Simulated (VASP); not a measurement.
Set up this calculation in VASP 6.6.1, as the native input.

| Quantity | Value |
| --- | --- |
| Task | single point |
| Functional | PBE |
| Potentials or basis | VASP PAW PBE potentials, release 64 (Os, Au) |
| Cutoff | 520 eV |
| k mesh | 7 × 5 × 4 |
| Occupations | gaussian, width 0.2 eV |
| Spin | no spin polarisation |
| Dipole correction | no |
| Further INCAR settings | ALGO = Normal; EDIFF = 1e-06; NBANDS = 26 |

The structure of Os3Au lies in POSCAR:

```
Os3Au
1.0
    2.7756165988      0.0000000000      0.0000000000
    0.0000000000      3.8993864495      0.0000000000
    0.0000000000      0.0000000000      5.5733102981
Os Au
3 1
Direct
    0.0000000000      0.0000000000      0.5000000000
    0.5000000000      0.5000000000      0.7318778291
    0.5000000000      0.5000000000      0.2681221709
    0.0000000000      0.0000000000      0.0000000000
```

The input as run:

INCAR

```
ALGO = Normal ; EDIFF = 1E-6
ENCUT = 520 ; GGA = PE
ISIF = 2 ; ISMEAR = 0
LASPH = True ; LCHARG = False
LREAL = False ; LWAVE = False
NBANDS = 26 ; NELM = 100
PREC = Accurate ; SIGMA = 0.2
```

KPOINTS

```
k-points
0
Gamma
  7 5 4
```

Potentials or basis: VASP PAW PBE potentials, release 64 (Os, Au).

Run with:

```bash
$ cat potpaw_PBE.64/Os/POTCAR potpaw_PBE.64/Au/POTCAR > POTCAR
$ mpirun -np 1 vasp_std > vasp.out
```

Results of the run:

| Quantity | Value |
| --- | --- |
| Pressure | -0.1 GPa |
| Largest force | 0.003 eV/Å |

Wall time 21 s on 1 thread of Intel(R) Xeon(R) 6975P-C (Granite Rapids), on a shared host, peak memory 0.2 GiB.
